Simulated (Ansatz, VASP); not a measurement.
# Two plane-wave programs on InAgTe2

```
In Ag Te
1.0
    -3.22498    3.22498    6.35853
     3.22498   -3.22498    6.35853
     3.22498    3.22498   -6.35853
In Ag Te
2 2 4
Direct
  0.50000 0.50000 0.00000
  0.25000 0.75000 0.50000
  0.00000 0.00000 0.00000
  0.75000 0.25000 0.50000
  0.37500 0.37196 0.49696
  0.62804 0.12500 0.00304
  0.87500 0.87804 0.50304
  0.12196 0.62500 0.99696
```

Alike in both runs: task single point; functional r2SCAN; k mesh 4 × 4 × 4; occupations fermi-dirac, width 0.02 eV; no spin polarisation.

```csv
,VASP,Ansatz
version,VASP 6.6.1,Ansatz 0.2.0
potentials or method,"VASP PAW PBE potentials, release 64 (In_d, Ag, Te)","plane waves, PAW"
plane-wave cutoff (eV),550,500
valence electrons in the cell,72,128
```

Ansatz gave:

- pressure (GPa): 1.4
- rms of the force components (eV/Å): 0.023

**Question.** What did VASP give for the same quantities?

**Answer.** Pressure (GPa): 1.3; rms of the force components (eV/Å): 0.031.

VASP's potentials were made for PBE, not for r2SCAN. Atom by atom the forces differ by 0.008 eV/Å (rms over components). VASP's potentials hold 72 valence electrons a cell and Ansatz's 128, so a difference there can come from the potentials and not from the codes.

Spin-orbit coupling is off throughout.
